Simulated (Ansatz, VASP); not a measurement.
# Two plane-wave programs on SiNi

```
Ni Si
1.0
     3.51058    0.00000    0.00000
    -1.75529    3.04025    0.00000
     0.00000    0.00000    4.82314
Ni Si
2 2
Direct
  0.00000 0.00000 0.00000
  0.00000 0.00000 0.50000
  0.33333 0.66667 0.25000
  0.66667 0.33333 0.75000
```

Alike in both runs: functional PBE; k mesh 11 × 11 × 6; occupations fermi-dirac, width 0.1 eV; no spin polarisation.

Ansatz relaxed the structure, and its values are those at the end. VASP's run is a single point on that final structure, the one shown.

|  | VASP | Ansatz |
| --- | --- | --- |
| version | VASP 6.6.1 | Ansatz 0.2.0 |
| potentials or method | VASP PAW PBE potentials, release 64 (Ni, Si) | PAW with Ansatz's default frozen-core files, scalar-relativistic |
| plane-wave cutoff (eV) | 520 | 420 |
| valence electrons in the cell | 28 | 44 |

|  | VASP | Ansatz | Ansatz less VASP |
| --- | --- | --- | --- |
| pressure (GPa) | 0.0 | 0.0 | +0.02 |

VASP's potentials hold 28 valence electrons a cell and Ansatz's 44, so a difference there can come from the potentials and not from the codes.
